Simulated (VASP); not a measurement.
# TaN in VASP: notebook

TaN is run at these levels: PBE; tasks: electric field gradients.

Everything below comes from runs of VASP 6.6.1. Logs are shortened: lines on timing, memory, paths and dates and some standing lists are left out, and cuts for length are marked.

## (1) The cell of the first run

The structure is cubic, space group Fm-3m (No. 225). Conventional cell: a = 4.358 Å, b = 4.358 Å, c = 4.358 Å, α = 90.00°, β = 90.00°, γ = 90.00°. Ta (site symmetry m-3m) has 6 N at 2.18 Å within 2.9 Å. Within 2.9 Å of N (site symmetry m-3m) lie 6 Ta at 2.18 Å.

## (2) Electric field gradients, PBE

INCAR reads:

```
SYSTEM = TaN
PREC     = Accurate       ! precision mode
ENCUT    = 520            ! plane-wave cutoff, eV
EDIFF    = 1E-8           ! SCF threshold, eV
ISMEAR   = -1             ! smearing method
SIGMA    = 0.02           ! smearing width, eV
LREAL    = .FALSE.        ! projectors in reciprocal space
LASPH    = .TRUE.         ! aspherical terms in the spheres
NELM     = 80             ! most SCF steps
ALGO     = Normal         ! electronic algorithm
ISIF     = 2              ! what is computed and relaxed
LWAVE    = .FALSE.        ! write WAVECAR
LCHARG   = .FALSE.        ! write CHGCAR
GGA      = PE             ! functional
LEFG     = .TRUE.       
NBANDS   = 15             ! bands
```

KPOINTS reads:

```
regular mesh
0
G
  14 14 14
  0 0 0
```

POSCAR reads:

```
TaN
1.0
    0.0000000000      2.1790000000      2.1790000000
    2.1790000000      0.0000000000      2.1790000000
    2.1790000000      2.1790000000      0.0000000000
Ta N
1 1
Direct
    0.5000000000      0.5000000000      0.5000000000
    0.0000000000      0.0000000000      0.0000000000
```

Potentials or basis: VASP PAW PBE potentials, release 64 (Ta_pv, N).

On the command line:

```sh
> cat potpaw_PBE.64/Ta_pv/POTCAR potpaw_PBE.64/N/POTCAR > POTCAR
> mpirun -np 1 vasp_std > vasp.out
```

OUTCAR:

```text
SYSTEM = TaN
   PREC = Accurate
   ENCUT = 520
   EDIFF = 1E-8
   ISMEAR = -1
   LREAL = .FALSE.
   LASPH = .TRUE.
   NELM = 80
   ISIF = 2
   GGA = PE

 ion  position               nearest neighbor table
   1  0.500  0.500  0.500-   2 2.18   2 2.18   2 2.18   2 2.18   2 2.18   2 2.18
   2  0.000  0.000  0.000-   1 2.18   1 2.18   1 2.18   1 2.18   1 2.18   1 2.18

  LATTYP: Found a face centered cubic cell.
 ALAT       =     4.3580000000

  Lattice vectors:

 A1 = (   0.0000000000,   2.1790000000,   2.1790000000)
 A2 = (   2.1790000000,   0.0000000000,   2.1790000000)
 A3 = (   2.1790000000,   2.1790000000,   0.0000000000)

Analysis of symmetry for initial positions (statically):
=====================================================================
 Subroutine PRICEL returns:
 Original cell was already a primitive cell.

 Routine SETGRP: Setting up the symmetry group for a
 face centered cubic supercell.

 Subroutine GETGRP returns: Found 48 space group operations
 (whereof 48 operations were pure point group operations)
 out of a pool of 48 trial point group operations.

The static configuration has the point symmetry O_h .

Analysis of symmetry for dynamics (positions and initial velocities):
=====================================================================
 Subroutine PRICEL returns:
 Original cell was already a primitive cell.

 Routine SETGRP: Setting up the symmetry group for a
 face centered cubic supercell.

 Subroutine GETGRP returns: Found 48 space group operations
 (whereof 48 operations were pure point group operations)
 out of a pool of 48 trial point group operations.

The dynamic configuration has the point symmetry O_h .

 Subroutine INISYM returns: Found 48 space group operations
 (whereof 48 operations are pure point group operations),
 and found     1 'primitive' translations

----------------------------------------------------------------------------------------

                                     Primitive cell

  volume of cell :      20.6920

  direct lattice vectors                    reciprocal lattice vectors
     0.000000000  2.179000000  2.179000000    -0.229463056  0.229463056  0.229463056
     2.179000000  0.000000000  2.179000000     0.229463056 -0.229463056  0.229463056
     2.179000000  2.179000000  0.000000000     0.229463056  0.229463056 -0.229463056

  length of vectors
[... 128 lines left out ...]

 E-fermi :   9.8209     XC(G=0): -13.5897

 val. band max:        9.8106125476   @ k =  -0.2857   0.1429   0.0000
 cond. band min:       9.8925951261   @ k =   0.2857   0.0000   0.0000
 fundamental gap:      0.0819825785
 Fermi energy:         9.8209280387

 k-point     1 :       0.0000    0.0000    0.0000
  band No.  band energies     occupation
      1     -25.8700      2.00000
      2     -25.8700      2.00000
      3     -25.8700      2.00000
      4      -9.2285      2.00000
      5       5.9572      2.00000
      6       5.9572      2.00000
      7       5.9572      2.00000
      8       7.6746      2.00000
      9       7.6746      2.00000
     10       7.6746      2.00000
     11       9.9276      0.00962
     12       9.9276      0.00962
     13      11.6177      0.00000
     14      19.2743      0.00000
[... 401 lines left out ...]
      2     -25.9833      2.00000
      3     -25.9682      2.00000
      4      -7.7964      2.00000
      5       1.6305      2.00000
      6       3.6915      2.00000
      7       4.1395      2.00000
      8       7.1987      2.00000
      9      10.6642      0.00000
     10      10.7462      0.00000
     11      12.3117      0.00000
     12      13.1644      0.00000
     13      16.7449      0.00000
     14      22.2710      0.00000
     15      23.2049      0.00000

 [... further k-points ...]
[... 5 lines left out ...]
  --------------------------------------------------------------------------------------
  -------------------------------------------------------------------------------------
  Total        2.0049257      2.0049257      2.0049257      0.0000000      0.0000000      0.0000000
  in kB      155.2412694    155.2412694    155.2412694      0.0000000      0.0000000      0.0000000
  external PRESSURE =     155.2412694 kB  Pullay stress =       0.0000000 kB

 VOLUME and BASIS-vectors are now :
 -----------------------------------------------------------------------------
  energy-cutoff  :      520.00
  volume of cell :       20.69
      direct lattice vectors                 reciprocal lattice vectors
     0.000000000  2.179000000  2.179000000    -0.229463056  0.229463056  0.229463056
     2.179000000  0.000000000  2.179000000     0.229463056 -0.229463056  0.229463056
     2.179000000  2.179000000  0.000000000     0.229463056  0.229463056 -0.229463056

 POSITION                                       TOTAL-FORCE (eV/Angst)
 -----------------------------------------------------------------------------------
      2.17900      2.17900      2.17900        -0.000000      0.000000     -0.000000
      0.00000      0.00000      0.00000         0.000000     -0.000000      0.000000
 -----------------------------------------------------------------------------------
    total drift:                                0.000000     -0.000000     -0.000000

  FREE ENERGIE OF THE ION-ELECTRON SYSTEM (eV)
  ---------------------------------------------------
  free  energy   TOTEN  =       -21.7829508546 eV

  energy  without entropy=      -21.7818068760  energy(sigma->0) =      -21.78237887

 Electric field gradients (V/A^2)
---------------------------------------------------------------------
 ion       V_xx      V_yy      V_zz      V_xy      V_xz      V_yz
---------------------------------------------------------------------
   1      -0.000    -0.000    -0.000     0.000     0.000     0.000
   2       0.000    -0.000     0.000    -0.000    -0.000    -0.000
---------------------------------------------------------------------

 Electric field gradients after diagonalization (V/A^2)
 (convention: |V_zz| > |V_xx| > |V_yy|)
----------------------------------------------------------------------
 ion       V_xx      V_yy      V_zz     asymmetry (V_yy - V_xx)/ V_zz
----------------------------------------------------------------------
   1      -0.000    -0.000     0.000       0.000
   2       0.000     0.000    -0.000       0.000
----------------------------------------------------------------------

           NMR quadrupolar parameters

 Cq : quadrupolar parameter    Cq=e*Q*V_zz/h
 eta: asymmetry parameters     (V_yy - V_xx)/ V_zz
 Q  : nuclear electric quadrupole moment in mb (millibarn)
----------------------------------------------------------------------
 ion       Cq(MHz)       eta       Q (mb)
----------------------------------------------------------------------
   1       0.000       0.000       1.000
   2      -0.000       0.000       1.000
----------------------------------------------------------------------
```

stdout:

```text
POSCAR found type information on POSCAR TaN
 POSCAR found :  2 types and       2 ions
 scaLAPACK will be used
 LDA part: xc-table for (Slater+PW92), standard interpolation
 POSCAR, INCAR and KPOINTS ok, starting setup
 FFT: planning ... GRIDC
 FFT: planning ... GRID_SOFT
 FFT: planning ... GRID
 WAVECAR not read
 entering main loop
ion   1

ion   2
```

Run time: 1.9 min. Hardware: 1 thread of AMD EPYC 7R13, shared host; peak memory 0.13 GiB.

Results:

* Free energy: -21.7830 eV
* Pressure: 15.5 GPa
* Band gap on the k mesh: zero (band 8 reaches 11.85 eV, above the bottom of band 9 at 7.67 eV)

Caveat: without QUAD_EFG the Cq values of the log hold for a quadrupole moment of 1 mb, not for the nuclei; spin-orbit coupling is left out, which moves the levels of the heavy elements.

## (3) Electric field gradients, PBE (equal xy, yz and zx shear strains of -2 %)

INCAR reads:

```
SYSTEM = TaN
ALGO     = Normal         ! electronic algorithm
EDIFF    = 1E-8           ! SCF threshold, eV
ENCUT    = 520            ! plane-wave cutoff, eV
GGA      = PE             ! functional
ISIF     = 2              ! what is computed and relaxed
ISMEAR   = -1             ! smearing method
LASPH    = .TRUE.         ! aspherical terms in the spheres
LCHARG   = .FALSE.        ! write CHGCAR
LEFG     = .TRUE.       
LREAL    = .FALSE.        ! projectors in reciprocal space
LWAVE    = .FALSE.        ! write WAVECAR
NBANDS   = 15             ! bands
NELM     = 60             ! most SCF steps
PREC     = Accurate       ! precision mode
SIGMA    = 0.02           ! smearing width, eV
```

KPOINTS reads:

```
k-points
0
G
  9 9 9
  0 0 0
```

POSCAR reads:

```
TaN
1.0
   -0.0435800000      2.1572100000      2.1572100000
    2.1572100000     -0.0435800000      2.1572100000
    2.1572100000      2.1572100000     -0.0435800000
Ta N
1 1
Direct
    0.5000000000      0.5000000000      0.5000000000
    0.0000000000      0.0000000000      0.0000000000
```

Potentials or basis: VASP PAW PBE potentials, release 64 (Ta_pv, N).

On the command line:

```sh
> cat potpaw_PBE.64/Ta_pv/POTCAR potpaw_PBE.64/N/POTCAR > POTCAR
> mpirun -np 1 vasp_std > vasp.out
```

OUTCAR:

```text
SYSTEM = TaN
   EDIFF = 1E-8
   ENCUT = 520
   GGA = PE
   ISIF = 2
   ISMEAR = -1
   LASPH = .TRUE.
   LREAL = .FALSE.
   NELM = 60
   PREC = Accurate

 ion  position               nearest neighbor table
   1  0.500  0.500  0.500-   2 2.18   2 2.18   2 2.18   2 2.18   2 2.18   2 2.18
   2  0.000  0.000  0.000-   1 2.18   1 2.18   1 2.18   1 2.18   1 2.18   1 2.18

  LATTYP: Found a trigonal (rhomboedric) cell.
 ALAT       =     3.0510668928
 COS(alpha) =     0.4797000918

  Lattice vectors:

 A1 = (  -0.0435800000,   2.1572100000,   2.1572100000)
 A2 = (   2.1572100000,  -0.0435800000,   2.1572100000)
 A3 = (   2.1572100000,   2.1572100000,  -0.0435800000)

Analysis of symmetry for initial positions (statically):
=====================================================================
 Subroutine PRICEL returns:
 Original cell was already a primitive cell.

 Routine SETGRP: Setting up the symmetry group for a
 trigonal (rhombohedral) supercell.

 Subroutine GETGRP returns: Found 12 space group operations
 (whereof 12 operations were pure point group operations)
 out of a pool of 12 trial point group operations.

The static configuration has the point symmetry D_3d.

Analysis of symmetry for dynamics (positions and initial velocities):
=====================================================================
 Subroutine PRICEL returns:
 Original cell was already a primitive cell.

 Routine SETGRP: Setting up the symmetry group for a
 trigonal (rhombohedral) supercell.

 Subroutine GETGRP returns: Found 12 space group operations
 (whereof 12 operations were pure point group operations)
 out of a pool of 12 trial point group operations.

The dynamic configuration has the point symmetry D_3d.

 Subroutine INISYM returns: Found 12 space group operations
 (whereof 12 operations are pure point group operations),
 and found     1 'primitive' translations

----------------------------------------------------------------------------------------

                                     Primitive cell

  volume of cell :      20.6857

  direct lattice vectors                    reciprocal lattice vectors
    -0.043580000  2.157210000  2.157210000    -0.224872868  0.229509422  0.229509422
     2.157210000 -0.043580000  2.157210000     0.229509422 -0.224872868  0.229509422
     2.157210000  2.157210000 -0.043580000     0.229509422  0.229509422 -0.224872868

  length of vectors
     3.051066893  3.051066893  3.051066893     0.394863212  0.394863212  0.394863212

  position of ions in fractional coordinates (direct lattice)
     0.500000000  0.500000000  0.500000000
     0.000000000  0.000000000  0.000000000

  ion indices of the primitive-cell ions
   primitive index   ion index
                 1           1
                 2           2

----------------------------------------------------------------------------------------

 KPOINTS: k-points

Automatic generation of k-mesh.
 Grid dimensions read from file:
[... 77 lines left out ...]
   NUPDOWN=      -1.0000    fix difference up-down
   EMIN   =  10.00;   EMAX   =-10.00  energy-range for DOS
   EFERMI =   0.00;   METHOD = LEGACY
   ISMEAR =    -1;   SIGMA  =   0.02  broadening in eV -4-tet -1-fermi 0-gaus
   EFERMI_NEDOS =   21; number of points for ismear=-14 and -15
   IALGO  =     38    algorithm
   IMIX   =      4    mixing-type and parameters
     AMIX     =   0.40;   BMIX     =  1.00
     AMIX_MAG =   1.60;   BMIX_MAG =  1.00
  volume/ion in A,a.u.               =      10.34        69.80
  Fermi-wavevector in a.u.,A,eV,Ry     =   1.502766  2.839816 30.726108  2.258305
  Thomas-Fermi vector in A             =   2.613964
   LORBIT       =      0    0 simple, 1 ext, 2 COOP (PROOUT), +10 PAW based schemes
   GGA     = PE    functional components
   LHFCALC =     F    Hartree Fock is set to
   AEXX    =    0.0000 exact exchange contribution
   IVDW    =     0    specifies the selected vdW correction
   LEPSILON=     F    determine dielectric tensor
   LRPA    =     F    only Hartree local field effects (RPA)
 non-spin polarized calculation
  energy-cutoff  :      520.00
  volume of cell :       20.69
 maximum number of plane-waves:       567
   NGX = 11   NGY = 11   NGZ = 11

 number of electron      16.0000001 magnetization

 Free energy of the ion-electron system (eV)
  ---------------------------------------------------
  ext. energy  EPLUGINS =         0.00000000
  ---------------------------------------------------
  free energy    TOTEN  =       -21.78211960 eV

  energy without entropy =      -21.78116630  energy(sigma->0) =      -21.78164295

 E-fermi :   9.7350     XC(G=0): -13.5912

 val. band max:        9.7248585131   @ k =   0.2222   0.1111  -0.0000
 cond. band min:       9.7815529863   @ k =  -0.3333   0.1111   0.1111
 fundamental gap:      0.0566944733
 Fermi energy:         9.7350410007

 k-point     1 :       0.0000    0.0000    0.0000
  band No.  band energies     occupation
      1     -25.8769      2.00000
      2     -25.8769      2.00000
      3     -25.8201      2.00000
      4      -9.2323      2.00000
      5       5.9003      2.00000
      6       5.9003      2.00000
      7       6.0688      2.00000
      8       7.5081      2.00000
      9       7.5081      2.00000
     10       7.9937      2.00000
     11       9.9503      0.00004
     12       9.9503      0.00004
     13      11.6509      0.00000
     14      19.2928      0.00000
[... 401 lines left out ...]
      2     -26.1914      2.00000
      3     -26.1315      2.00000
      4      -7.9230      2.00000
      5       2.8998      2.00000
      6       4.2771      2.00000
      7       5.0321      2.00000
      8       5.2056      2.00000
      9      11.9783      0.00000
     10      13.4795      0.00000
     11      13.5307      0.00000
     12      14.5378      0.00000
     13      17.3652      0.00000
     14      19.2831      0.00000
     15      22.3000      0.00000

 [... further k-points ...]
[... 5 lines left out ...]
  --------------------------------------------------------------------------------------
  -------------------------------------------------------------------------------------
  Total        2.0146219      2.0146219      2.0146219      0.1026630      0.1026630      0.1026630
  in kB      156.0391661    156.0391661    156.0391661      7.9515896      7.9515896      7.9515896
  external PRESSURE =     156.0391661 kB  Pullay stress =       0.0000000 kB

 VOLUME and BASIS-vectors are now :
 -----------------------------------------------------------------------------
  energy-cutoff  :      520.00
  volume of cell :       20.69
      direct lattice vectors                 reciprocal lattice vectors
    -0.043580000  2.157210000  2.157210000    -0.224872868  0.229509422  0.229509422
     2.157210000 -0.043580000  2.157210000     0.229509422 -0.224872868  0.229509422
     2.157210000  2.157210000 -0.043580000     0.229509422  0.229509422 -0.224872868

 POSITION                                       TOTAL-FORCE (eV/Angst)
 -----------------------------------------------------------------------------------
      2.13542      2.13542      2.13542        -0.000000      0.000000     -0.000000
      0.00000      0.00000      0.00000         0.000000     -0.000000      0.000000
 -----------------------------------------------------------------------------------
    total drift:                                0.000000     -0.000000     -0.000000

  FREE ENERGIE OF THE ION-ELECTRON SYSTEM (eV)
  ---------------------------------------------------
  free  energy   TOTEN  =       -21.7821196009 eV

  energy  without entropy=      -21.7811663024  energy(sigma->0) =      -21.78164295

 Electric field gradients (V/A^2)
---------------------------------------------------------------------
 ion       V_xx      V_yy      V_zz      V_xy      V_xz      V_yz
---------------------------------------------------------------------
   1      -0.000     0.000     0.000     2.810     2.810     2.810
   2      -0.000    -0.000     0.000    -0.675    -0.675    -0.675
---------------------------------------------------------------------

 Electric field gradients after diagonalization (V/A^2)
 (convention: |V_zz| > |V_xx| > |V_yy|)
----------------------------------------------------------------------
 ion       V_xx      V_yy      V_zz     asymmetry (V_yy - V_xx)/ V_zz
----------------------------------------------------------------------
   1      -2.810    -2.810     5.621       0.000
   2       0.675     0.675    -1.350       0.000
----------------------------------------------------------------------

           NMR quadrupolar parameters

 Cq : quadrupolar parameter    Cq=e*Q*V_zz/h
 eta: asymmetry parameters     (V_yy - V_xx)/ V_zz
 Q  : nuclear electric quadrupole moment in mb (millibarn)
----------------------------------------------------------------------
 ion       Cq(MHz)       eta       Q (mb)
----------------------------------------------------------------------
   1       0.014       0.000       1.000
   2      -0.003       0.000       1.000
----------------------------------------------------------------------
```

It took 15 s on 1 thread of Intel Xeon Platinum 8375C at 2.90GHz (Ice Lake), shared host; peak memory 0.16 GiB.

What came out:

```yaml
Free_energy: -21.7821 eV
Pressure: 15.6 GPa
Band_gap_on_the_k_mesh: zero (band 8 reaches 11.53 eV, above the bottom of band 9 at 7.51 eV)
```

Levels at points of the mesh, in eV from the Fermi level:
| k point | band 5 | band 6 | band 7 | band 8 | band 9 | band 10 | band 11 | band 12 |
| --- | --- | --- | --- | --- | --- | --- | --- | --- |
| (0.00, 0.00, 0.00) | -3.83 | -3.83 | -3.67 | -2.23 | -2.23 | -1.74 | 0.22 | 0.22 |

Electric field gradients, principal values (V/Å²):
```tsv
atom	least	middle	greatest (by size)
1 Ta	-2.810	-2.810	5.621
2 N	0.675	0.675	-1.350
```

Caveat: the cell differs from its parent crystal (equal xy, yz and zx shear strains of -2 %); without QUAD_EFG the Cq values of the log hold for a quadrupole moment of 1 mb, not for the nuclei; spin-orbit coupling is left out, which moves the levels of the heavy elements.

(Continued in part 2 of 2.)
